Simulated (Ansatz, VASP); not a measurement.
**BN: VASP beside Ansatz**

```xyz
4
Lattice="2.5148 0.0000 0.0000 -1.2574 2.1779 0.0000 0.0000 0.0000 6.6796" Properties=species:S:1:pos:R:3 pbc="T T T"
N     1.2574    0.7260    1.6699
N     0.0000    1.4519    5.0097
B     1.2574    0.7260    5.0097
B     0.0000    1.4519    1.6699
```

Change from the starting cell: volume scaled by 1.02.

Alike in both runs: task single point; functional PBEsol; k mesh 12 × 12 × 4; occupations fermi-dirac, width 0.05 eV; no spin polarisation.

```csv
,VASP,Ansatz
version,VASP 6.6.1,Ansatz 0.2.0
potentials or method,"VASP PAW PBE potentials, release 64 (N, B), cutoff 520 eV","all-electron LAPW, scalar-relativistic"
```

Ansatz gave:

* gap on the k mesh at the Fermi level (eV): 4.16
* least direct gap on the mesh (eV): 4.55
* pressure (GPa): -2.6
* traceless stress, the component that is largest in VASP (GPa): 3.41

Question: Estimate VASP's values.

Answer: gap on the k mesh at the Fermi level (eV): 4.16; least direct gap on the mesh (eV): 4.55; pressure (GPa): -2.3; traceless stress, the component that is largest in VASP (GPa): 2.95.

VASP's potentials were made for PBE, not for PBEsol. Ansatz ran all-electron here, and VASP with PAW potentials.
